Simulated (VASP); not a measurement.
Here is a VASP 6.6.1 calculation.

File INCAR:

```
PREC = Accurate
ENCUT = 600
EDIFF = 1E-6
ISMEAR = 0
SIGMA = 0.01
LREAL = False
LASPH = True
NELM = 120
ALGO = Normal
ISIF = 2
LWAVE = False
LCHARG = True
GGA = PE
LELF = True
LVHAR = True
NBANDS = 15
GGA_COMPAT = False
```

The input KPOINTS:

```
Automatic mesh
0
Gamma
  8 8 8
```

Contents of POSCAR:

```
CaO
1.0
    0.0000000000      2.4153734977      2.4153734977
    2.4153734977      0.0000000000      2.4153734977
    2.4153734977      2.4153734977      0.0000000000
Ca O
1 1
Direct
    0.0000000000      0.0000000000      0.0000000000
    0.5000000000      0.5000000000      0.5000000000
```

Potentials or basis: VASP PAW PBE potentials, release 64 (Ca_sv, O).

Launch:

```sh
$ cat potpaw_PBE.64/Ca_sv/POTCAR potpaw_PBE.64/O/POTCAR > POTCAR
$ mpirun -np 1 vasp_std > vasp.out
```

Estimate the band gap on the k mesh.

3.64 eV (least direct gap 4.02 eV).

Predict the pressure.

0.4 GPa.

A k mesh can miss the band edges.
